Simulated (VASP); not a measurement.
Input of a VASP 6.6.1 run:

INCAR

```
SYSTEM = SiC
PREC     = Accurate       ! precision mode
ENCUT    = 520            ! plane-wave cutoff, eV
EDIFF    = 1E-7           ! SCF threshold, eV
ISMEAR   = 0              ! smearing method
SIGMA    = 0.05           ! smearing width, eV
LREAL    = .FALSE.        ! projectors in reciprocal space
LASPH    = .TRUE.         ! aspherical terms in the spheres
NELM     = 80             ! most SCF steps
ALGO     = Normal         ! electronic algorithm
ISIF     = 2              ! what is computed and relaxed
LWAVE    = .FALSE.        ! write WAVECAR
LCHARG   = .FALSE.        ! write CHGCAR
GGA      = PE             ! functional
NBANDS   = 11             ! bands
```

Contents of KPOINTS:

```
Automatic mesh
0
G
  10 10 10
  0 0 0
```

Contents of POSCAR:

```
SiC
1.0
    0.0000000000      2.3335191772      2.3335191772
    2.1898640927      0.1436550845      2.1898640927
    2.1898640927      2.1898640927      0.1436550845
Si C
1 1
Direct
    0.0000000000      0.0000000000      0.0000000000
    0.7500000000      0.7500000000      0.7500000000
```

Potentials or basis: VASP PAW PBE potentials, release 64 (Si, C).

Run with:

```console
$ cat potpaw_PBE.64/Si/POTCAR potpaw_PBE.64/C/POTCAR > POTCAR
$ mpirun -np 1 vasp_std > vasp.out
```

Problem. Predict the band gap on the k mesh.

Solution. 0.42 eV, indirect (least direct gap 2.92 eV).

Problem. What does it give for the pressure?

Solution. 4.8 GPa.

Problem. What does it give for the largest force?

Solution. 1.055 eV/Å.

Forces in eV/Å, atoms in the order of the input:
```
Si  -1.055  0.000  0.000
C    1.055  0.000  0.000
```

Caveat: the cell differs from its parent crystal (strain +0.1312 x Voigt [0, 0, 0, 1, 0, 0]); forces of over 1 eV/Å act on the atoms, so gaps and moduli don't describe the material at rest. A k mesh can miss the band edges.
